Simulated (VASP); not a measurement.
# GaN (P6_3mc) in VASP: notebook

Aim: see how the results for GaN move with the level of theory and the settings. Levels: PBE, r2SCAN. Tasks: single point.

Everything below comes from runs of VASP 6.6.1. Logs are shortened: lines on timing, memory, paths and dates and some standing lists are left out, and cuts for length are marked.

**Experimental background.**

From “Studying electronic properties in GaN without electrical contacts using γ-γ vs e−-γ Perturbed Angular Correlations”, 2019, pmc:6823545, for a bulk crystal of GaN: band gap 3.503 ± 0.005 eV (direct).

How close the calculation comes is told below.

## Step 1: The cell of the first run

Symmetry: P6_3mc, No. 186, hexagonal system. Conventional cell: a = 3.282 Å, b = 3.282 Å, c = 5.346 Å, α = 90.00°, β = 90.00°, γ = 120.00°. Within 2.7 Å of Ga (site symmetry 3m) lie 4 N at 2.01 Å. N (site symmetry 3m) has 4 Ga at 2.01 Å within 2.7 Å.

## Step 2: Single point, PBE (volume changed by +6%)

Input file INCAR:

```
PREC     = Accurate       # precision mode
ENCUT    = 520            # plane-wave cutoff, eV
EDIFF    = 1E-6           # SCF threshold, eV
ISMEAR   = 0              # smearing method
SIGMA    = 0.01           # smearing width, eV
LREAL    = F              # projectors in reciprocal space
LASPH    = T              # aspherical terms in the spheres
NELM     = 80             # most SCF steps
ALGO     = Normal         # electronic algorithm
ISIF     = 2              # what is computed and relaxed
LWAVE    = F              # write WAVECAR
LCHARG   = F              # write CHGCAR
GGA      = PE             # functional
NBANDS   = 26             # bands
```

Input file KPOINTS:

```
regular mesh
0
Gamma
  9 9 4
```

Input file POSCAR:

```
GaN
1.0
    3.2815551852      0.0000000000      0.0000000000
   -1.6407775926      2.8419101543      0.0000000000
    0.0000000000      0.0000000000      5.3456635628
Ga N
2 2
Direct
    0.3333333333      0.6666666667     -0.0008671783
    0.6666666667      0.3333333333      0.4991328217
    0.3333333333      0.6666666667      0.3758671783
    0.6666666667      0.3333333333      0.8758671783
```

Potentials or basis: VASP PAW PBE potentials, release 64 (Ga_d, N).

Started as:

```sh
$ cat potpaw_PBE.64/Ga_d/POTCAR potpaw_PBE.64/N/POTCAR > POTCAR
$ mpirun -np 1 vasp_std > vasp.out
```

OUTCAR:

```text
PREC = Accurate
   ENCUT = 520
   EDIFF = 1E-6
   ISMEAR = 0
   LREAL = F
   LASPH = T
   NELM = 80
   ISIF = 2
   GGA = PE

 ion  position               nearest neighbor table
   1  0.333  0.667  0.999-   4 2.01   4 2.01   4 2.01   3 2.01
   2  0.667  0.333  0.499-   3 2.01   3 2.01   3 2.01   4 2.01
   3  0.333  0.667  0.376-   2 2.01   2 2.01   2 2.01   1 2.01
   4  0.667  0.333  0.876-   1 2.01   1 2.01   1 2.01   2 2.01

  LATTYP: Found a hexagonal cell.
 ALAT       =     3.2815551852
 C/A-ratio  =     1.6290030980

  Lattice vectors:

 A1 = (   3.2815551852,   0.0000000000,   0.0000000000)
 A2 = (  -1.6407775926,   2.8419101543,   0.0000000000)
 A3 = (   0.0000000000,   0.0000000000,   5.3456635628)

Analysis of symmetry for initial positions (statically):
=====================================================================
 Subroutine PRICEL returns:
 Original cell was already a primitive cell.

 Routine SETGRP: Setting up the symmetry group for a
 hexagonal supercell.

 Subroutine GETGRP returns: Found 12 space group operations
 (whereof  6 operations were pure point group operations)
 out of a pool of 24 trial point group operations.

The static configuration has the point symmetry C_3v.
 The point group associated with its full space group is C_6v.

Analysis of symmetry for dynamics (positions and initial velocities):
=====================================================================
 Subroutine PRICEL returns:
 Original cell was already a primitive cell.

 Routine SETGRP: Setting up the symmetry group for a
 hexagonal supercell.

 Subroutine GETGRP returns: Found 12 space group operations
 (whereof  6 operations were pure point group operations)
 out of a pool of 24 trial point group operations.

The dynamic configuration has the point symmetry C_3v.
 The point group associated with its full space group is C_6v.

 Subroutine INISYM returns: Found 12 space group operations
 (whereof  6 operations are pure point group operations),
 and found     1 'primitive' translations

----------------------------------------------------------------------------------------

                                     Primitive cell

  volume of cell :      49.8530

  direct lattice vectors                    reciprocal lattice vectors
     3.281555185  0.000000000  0.000000000     0.304733562  0.175938004  0.000000000
    -1.640777593  2.841910154  0.000000000     0.000000000  0.351876008  0.000000000
     0.000000000  0.000000000  5.345663563     0.000000000  0.000000000  0.187067515

  length of vectors
     3.281555185  3.281555185  5.345663563     0.351876008  0.351876008  0.187067515

  position of ions in fractional coordinates (direct lattice)
     0.333333333  0.666666667  0.999132822
     0.666666667  0.333333333  0.499132822
     0.333333333  0.666666667  0.375867178
     0.666666667  0.333333333  0.875867178

  ion indices of the primitive-cell ions
   primitive index   ion index
                 1           1
                 2           2
                 3           3
                 4           4

----------------------------------------------------------------------------------------

 KPOINTS: regular mesh

Automatic generation of k-mesh.
 Grid dimensions read from file:
 generate k-points for:    9    9    4

 Generating k-lattice:

  Cartesian coordinates                     Fractional coordinates (reciprocal lattice)
     0.033859285  0.019548667  0.000000000     0.111111111 -0.000000000  0.000000000
     0.000000000  0.039097334  0.000000000     0.000000000  0.111111111  0.000000000
     0.000000000  0.000000000  0.046766879     0.000000000  0.000000000  0.250000000

  Length of vectors
     0.039097334  0.039097334  0.046766879

  Shift w.r.t. Gamma in fractional coordinates (k-lattice)
     0.000000000  0.000000000  0.000000000

 Subroutine IBZKPT returns following result:
 ===========================================

 Found     36 irreducible k-points:

 Following reciprocal coordinates:
            Coordinates               Weight
  0.000000  0.000000  0.000000      1.000000
  0.111111  0.000000  0.000000      6.000000
  0.222222  0.000000  0.000000      6.000000
  0.333333  0.000000  0.000000      6.000000
  0.444444  0.000000  0.000000      6.000000
  0.111111  0.111111  0.000000      6.000000
[... 16 lines left out ...]
  0.333333  0.222222  0.250000     24.000000
  0.333333  0.333333  0.250000      4.000000
 [... further k-points ...]
   k-points           NKPTS =     36   k-points in BZ     NKDIM =     36   number of bands    NBANDS=     26
   number of dos      NEDOS =    301   number of ions     NIONS =      4
   total plane-waves  NPLWV =  23040
   dimension x,y,z NGX =    24 NGY =   24 NGZ =   40
   dimension x,y,z NGXF=    48 NGYF=   48 NGZF=   80
   ions per type =               2   2
   NGX,Y,Z   is equivalent  to a cutoff of  12.16, 12.16, 12.44 a.u.
   NGXF,Y,Z  is equivalent  to a cutoff of  24.32, 24.32, 24.88 a.u.
 SYSTEM =  unknown system
   PREC   = accura    normal or accurate (medium, high low for compatibility)
   ISTART =      0    job   : 0-new  1-cont  2-samecut
   ICHARG =      2    charge: 1-file 2-atom 10-const
   ISPIN  =      1    spin polarized calculation?
   LNONCOLLINEAR =      F non collinear calculations
   LSORBIT =      F    spin-orbit coupling
   LASPH  =      T    aspherical Exc in radial PAW
   ENCUT  =  520.0 eV  38.22 Ry    6.18 a.u.   6.10  6.10  9.94*2*pi/ulx,y,z
   NELM   =     80;   NELMIN=  2; NELMDL= -5     # of ELM steps
   EDIFF  = 0.1E-05   stopping-criterion for ELM
   LREAL  =      F    real-space projection
   EDIFFG = 0.1E-04   stopping-criterion for IOM
   NSW    =      0    number of steps for IOM
   IBRION =     -1    ionic relax: 0-MD 1-quasi-New 2-CG
   NFREE  =      0    steps in history (QN), initial steepest desc. (CG)
   ISIF   =      2    stress and relaxation
   ISYM   =      2    0-nonsym 1-usesym 2-fastsym
   POTIM  = 0.5000    time-step for ionic-motion
   TEBEG  =    0.0;   TEEND  =   0.0 temperature during run
   PSTRESS=    0.0 pullay stress
   NELECT =      36.0000    total number of electrons
   NUPDOWN=      -1.0000    fix difference up-down
   EMIN   =  10.00;   EMAX   =-10.00  energy-range for DOS
   EFERMI =   0.00;   METHOD = LEGACY
   ISMEAR =     0;   SIGMA  =   0.01  broadening in eV -4-tet -1-fermi 0-gaus
   EFERMI_NEDOS =   21; number of points for ismear=-14 and -15
   IALGO  =     38    algorithm
   IMIX   =      4    mixing-type and parameters
     AMIX     =   0.40;   BMIX     =  1.00
     AMIX_MAG =   1.60;   BMIX_MAG =  1.00
  volume/ion in A,a.u.               =      12.46        84.11
  Fermi-wavevector in a.u.,A,eV,Ry     =   1.468741  2.775517 29.350474  2.157199
  Thomas-Fermi vector in A             =   2.584202
   LORBIT       =      0    0 simple, 1 ext, 2 COOP (PROOUT), +10 PAW based schemes
   GGA     = PE    functional components
   LHFCALC =     F    Hartree Fock is set to
   AEXX    =    0.0000 exact exchange contribution
   IVDW    =     0    specifies the selected vdW correction
   LEPSILON=     F    determine dielectric tensor
   LRPA    =     F    only Hartree local field effects (RPA)
 non-spin polarized calculation
 Gauss-broadening in eV      SIGMA  =   0.01
  energy-cutoff  :      520.00
  volume of cell :       49.85
 maximum number of plane-waves:      1362
   NGX = 13   NGY = 13   NGZ = 19

 number of electron      36.0000028 magnetization

 Free energy of the ion-electron system (eV)
  ---------------------------------------------------
  ext. energy  EPLUGINS =         0.00000000
  ---------------------------------------------------
  free energy    TOTEN  =       -24.24944164 eV

  energy without entropy =      -24.24944164  energy(sigma->0) =      -24.24944164

 E-fermi :   4.5263     XC(G=0): -11.2099

 val. band max:        4.4151447280   @ k =   0.0000   0.0000   0.0000
 cond. band min:       5.7423648121   @ k =   0.0000   0.0000   0.0000
 fundamental gap:      1.3272200841
 Fermi energy:         4.5263202048

 k-point     1 :       0.0000    0.0000    0.0000
  band No.  band energies     occupation
      1     -10.8566      2.00000
      2     -10.2322      2.00000
      3      -8.9884      2.00000
      4      -8.9755      2.00000
      5      -8.9755      2.00000
      6      -8.9294      2.00000
[... 18 lines left out ...]
     25      15.4702      0.00000
     26      15.4702      0.00000

 k-point     2 :       0.1111    0.0000    0.0000
  band No.  band energies     occupation
      1     -10.7604      2.00000
      2     -10.2126      2.00000
      3      -8.9776      2.00000
      4      -8.9622      2.00000
      5      -8.9308      2.00000
      6      -8.9155      2.00000
[... 18 lines left out ...]
     25      15.0300      0.00000
     26      15.7055      0.00000

 k-point     3 :       0.2222    0.0000    0.0000
  band No.  band energies     occupation
      1     -10.5355      2.00000
      2     -10.1732      2.00000
      3      -8.9505      2.00000
      4      -8.9358      2.00000
      5      -8.8868      2.00000
      6      -8.8649      2.00000
[... 18 lines left out ...]
     25      15.2885      0.00000
     26      16.2236      0.00000

 k-point     4 :       0.3333    0.0000    0.0000
  band No.  band energies     occupation
      1     -10.3348      2.00000
      2     -10.1445      2.00000
      3      -8.9332      2.00000
      4      -8.9212      2.00000
      5      -8.8541      2.00000
      6      -8.8145      2.00000
[... 18 lines left out ...]
     25      15.5398      0.00000
     26      16.8202      0.00000
[... 496 lines left out ...]
      1     -10.2181      2.00000
      2     -10.1333      2.00000
      3      -8.9277      2.00000
      4      -8.9014      2.00000
      5      -8.8582      2.00000
      6      -8.8411      2.00000
[... 18 lines left out ...]
     25      15.2301      0.00000
     26      16.9606      0.00000

 k-point    23 :       0.3333    0.2222    0.2500
  band No.  band energies     occupation
      1     -10.1649      2.00000
      2     -10.1253      2.00000
      3      -8.9362      2.00000
      4      -8.8868      2.00000
      5      -8.8547      2.00000
      6      -8.8167      2.00000
[... 18 lines left out ...]
     25      16.0377      0.00000
     26      16.9773      0.00000

 k-point    24 :       0.3333    0.3333    0.2500
  band No.  band energies     occupation
      1     -10.1344      2.00000
      2     -10.1344      2.00000
      3      -8.9441      2.00000
      4      -8.8574      2.00000
      5      -8.8574      2.00000
      6      -8.8162      2.00000
[... 18 lines left out ...]
     25      16.9710      0.00000
     26      17.0813      0.00000

 [... further k-points ...]
[... 5 lines left out ...]
  --------------------------------------------------------------------------------------
  -------------------------------------------------------------------------------------
  Total       -2.6816278     -2.6816278     -2.6479310     -0.0000000     -0.0000000      0.0000000
  in kB      -86.1821669    -86.1821669    -85.0992163     -0.0000000     -0.0000000      0.0000000
  external PRESSURE =     -85.8211834 kB  Pullay stress =       0.0000000 kB

 VOLUME and BASIS-vectors are now :
 -----------------------------------------------------------------------------
  energy-cutoff  :      520.00
  volume of cell :       49.85
      direct lattice vectors                 reciprocal lattice vectors
     3.281555185  0.000000000  0.000000000     0.304733562  0.175938004  0.000000000
    -1.640777593  2.841910154  0.000000000     0.000000000  0.351876008  0.000000000
     0.000000000  0.000000000  5.345663563     0.000000000  0.000000000  0.187067515

 POSITION                                       TOTAL-FORCE (eV/Angst)
 -----------------------------------------------------------------------------------
     -0.00000      1.89461      5.34103         0.000000      0.000000     -0.008300
      1.64078      0.94730      2.66820        -0.000000      0.000000     -0.008300
     -0.00000      1.89461      2.00926         0.000000      0.000000      0.008300
      1.64078      0.94730      4.68209        -0.000000     -0.000000      0.008300
 -----------------------------------------------------------------------------------
    total drift:                               -0.000001     -0.000001      0.000844

  FREE ENERGIE OF THE ION-ELECTRON SYSTEM (eV)
  ---------------------------------------------------
  free  energy   TOTEN  =       -24.2494416428 eV

  energy  without entropy=      -24.2494416428  energy(sigma->0) =      -24.24944164
```

It took 27 s on 1 thread of AMD EPYC 9R45 (Zen 5), shared host; peak memory 0.15 GiB.

What came out:

* Free energy: -24.2494 eV
* Pressure: -8.6 GPa
* Largest force: 0.008 eV/Å
* Band gap on the k mesh: 1.33 eV, direct

Forces on the atoms (eV/Å):
```
Ga   0.000  0.000 -0.008
Ga   0.000  0.000 -0.008
N    0.000  0.000  0.008
N    0.000  0.000  0.008
```

Stress tensor (GPa, compression positive):
```
-8.62  0.00  0.00
 0.00 -8.62  0.00
 0.00  0.00 -8.51
```

Levels at points of the mesh, in eV from the valence-band top:
```
           k point  band 14  band 15  band 16  band 17  band 18  band 19  band 20  band 21  band 22  band 23
(0.00, 0.00, 0.00)    -0.93    -0.93    -0.03     0.00     0.00     1.33     3.69     8.69     9.40     9.40
(0.00, 0.00, 0.50)    -3.69    -0.48    -0.48    -0.48    -0.48     3.69     3.69     8.01     8.01     9.90
```

[end of part 1 of 3]
